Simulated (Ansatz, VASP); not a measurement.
Au in VASP and in Ansatz

Contents of INCAR:

```
SYSTEM = Au
PREC = Accurate ; ENCUT = 600
EDIFF = 1E-6 ; ISMEAR = -1
SIGMA = 0.05 ; LREAL = .FALSE.
LASPH = .TRUE. ; NELM = 80
ALGO = Normal ; ISIF = 3
LWAVE = .FALSE. ; LCHARG = .FALSE.
GGA = PE ; IBRION = 2
NSW = 45 ; EDIFFG = -0.005
```

The input KPOINTS:

```
regular mesh
0
G
  13 13 13
  0 0 0
```

File POSCAR:

```
Au
1.0
    0.0000000000      3.0806280692      3.0806280692
    3.0806280692      0.0000000000      3.0806280692
    3.0806280692      3.0806280692      0.0000000000
Au
2
Direct
   -0.1250000000     -0.1250000000     -0.1250000000
    0.1250000000      0.1250000000      0.1250000000
```

Input for Ansatz:

```yaml
crystal:
  lattice:
    - [0.0, 3.0806280692, 3.0806280692]
    - [3.0806280692, 0.0, 3.0806280692]
    - [3.0806280692, 3.0806280692, 0.0]
  atoms:
    - { symbol: Au, position: [-0.125, -0.125, -0.125] }
    - { symbol: Au, position: [0.125, 0.125, 0.125] }
kpoints:
  mp_grid: { grid: [13, 13, 13] }
scf:
  occupations: { method: fermi_dirac, width: 0.05 }
hamiltonian:
  xc: pbe
  pseudopotentials:
    kind: all_electron
    lapw: { basis_error: 0.0005 }
    relativity: none
output:
  forces: true
  stress: true
  eigenvalues: true
  populations: true
relax:
  f_tol: 0.005
  max_steps: 25
  cell: {}
```

Alike in both runs: task relaxation of cell and atoms; functional PBE; k mesh 13 × 13 × 13; occupations fermi-dirac, width 0.05 eV; no spin polarisation.

|  | VASP | Ansatz |
| --- | --- | --- |
| version | VASP 6.6.1 | Ansatz 0.2.0 |
| potentials or method | VASP PAW PBE potentials, release 64 (Au), cutoff 600 eV | all-electron LAPW, non-relativistic |

VASP gave:

| Property | Result |
| --- | --- |
| relaxed volume (Å³/atom) | 29.24 |
| relaxed cell length with the largest relative difference (Å) | 4.357 |

Problem. Which values does Ansatz return?

Solution. Relaxed volume (Å³/atom): 37.52; relaxed cell length with the largest relative difference (Å): 4.734.

Ansatz ran all-electron here, and VASP with PAW potentials.

Spin-orbit coupling is off throughout. Noted on VASP's run: the relaxation stopped at its first step, so nothing moved.
